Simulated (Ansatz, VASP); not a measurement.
**SnTe in VASP and in Ansatz**

INCAR

```
SYSTEM = SnTe
ALGO = Normal
EDIFF = 1E-6
EDIFFG = -0.04
ENCUT = 600
GGA = PE
IBRION = 2
ISIF = 3
ISMEAR = 0
LASPH = .TRUE.
LCHARG = .FALSE.
LREAL = .FALSE.
LWAVE = .FALSE.
NELM = 80
NSW = 90
PREC = Accurate
SIGMA = 0.1
```

The input KPOINTS:

```
k-points
0
G
  4 4 2
  0 0 0
```

The input POSCAR:

```
SnTe
1.0
    2.4140375000     -4.1276203100      0.0000000000
    2.4140375000      4.1276203100      0.0000000000
    0.0000000000      0.0000000000      7.8099761600
Sn Te
2 2
Direct
    0.8484730000      0.1515270000      0.9998270300
    0.1515270000      0.8484730000      0.4998270300
    0.1821900000      0.8178100000      0.8751729700
    0.8178100000      0.1821900000      0.3751729700
```

Input for Ansatz:

```yaml
crystal:
  lattice:
    - [2.4140375, -4.12762031, 0.0]
    - [2.4140375, 4.12762031, 0.0]
    - [0.0, 0.0, 7.80997616]
  atoms:
    - { symbol: Sn, position: [0.848473, 0.151527, 0.99982703] }
    - { symbol: Sn, position: [0.151527, 0.848473, 0.49982703] }
    - { symbol: Te, position: [0.18219, 0.81781, 0.87517297] }
    - { symbol: Te, position: [0.81781, 0.18219, 0.37517297] }
basis:
  ecutwfc: 420
kpoints:
  mp_grid: { grid: [4, 4, 2] }
hamiltonian:
  xc: pbe
scf:
  occupations: { method: gaussian, width: 0.1 }
  lower_state_search: "off"
output:
  forces: true
  stress: true
  eigenvalues: true
relax:
  adjacent_minimum: "off"
  f_tol: 0.04
  max_steps: 70
  cell: { stress_tol: 0.4 }
```

Change from the starting cell: species swapped into the CdTe type (Cmc2_1, No. 36).

Alike in both runs: task relaxation of cell and atoms; functional PBE; k mesh 4 × 4 × 2; occupations gaussian, width 0.1 eV; no spin polarisation.

```csv
,VASP,Ansatz
version,VASP 6.6.1,Ansatz 0.2.0
potentials or method,"VASP PAW PBE potentials, release 64 (Sn_d, Te), cutoff 600 eV","scalar-relativistic, plane waves, PAW"
valence electrons in the cell,40,60
```

|  | VASP | Ansatz | Ansatz less VASP |
| --- | --- | --- | --- |
| gap on the k mesh at the Fermi level, each at its own relaxed structure (eV) | 0.97 | 0.97 | +0.007 |
| relaxed volume (Å³/atom) | 43.87 | 34.70 | -9.171 |
| relaxed length of the cell vector where the two differ most in proportion (Å) | 6.178 | 4.483 | -1.6944 |

One of these differences is far larger than is usual between the two programs; its cause wasn't traced. VASP's potentials hold 40 valence electrons a cell and Ansatz's 60, so a difference there can come from the potentials and not from the codes.

Neither program's run includes spin-orbit coupling.
